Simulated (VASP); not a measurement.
Input of a VASP 6.6.1 run:

INCAR

```
PREC = Accurate
ENCUT = 520
EDIFF = 1E-6
ISMEAR = 0
SIGMA = 0.01
LREAL = F
LASPH = T
NELM = 80
ALGO = Normal
ISIF = 2
LWAVE = F
LCHARG = F
GGA = PE
NBANDS = 27
```

The input KPOINTS:

```
Automatic mesh
0
Gamma
  8 8 8
```

File POSCAR:

```
MgIn2N2
1.0
    1.6516202653      0.9535634048      7.6896359692
   -1.6516202653      0.9535634048      7.6896359692
    0.0000000000     -1.9071268095      7.6896359692
Mg In N
1 2 2
Direct
    0.0000000000      0.0000000000      0.0000000000
    0.4391377727      0.4391377727      0.4391377727
    0.5608622273      0.5608622273      0.5608622273
    0.2770880383      0.2770880383      0.2770880383
    0.7229119617      0.7229119617      0.7229119617
```

Potentials or basis: VASP PAW PBE potentials, release 64 (Mg, In_d, N).

The run is started by

```sh
$ cat potpaw_PBE.64/Mg/POTCAR potpaw_PBE.64/In_d/POTCAR potpaw_PBE.64/N/POTCAR > POTCAR
$ mpirun -np 1 vasp_std > vasp.out
```

Predict the band gap on the k mesh.

0.26 eV (least direct gap 0.30 eV).

Predict the pressure.

3.5 GPa.

Forces in eV/Å, atoms in the order of the input:
```
Mg   0.000  0.000  0.000
In   0.000  0.000  0.201
In   0.000  0.000 -0.201
N    0.000  0.000  0.176
N    0.000  0.000 -0.176
```

Caveat: the cell stands under pressure; spin-orbit coupling is left out, which moves the levels of the heavy elements. A k mesh can miss the band edges.
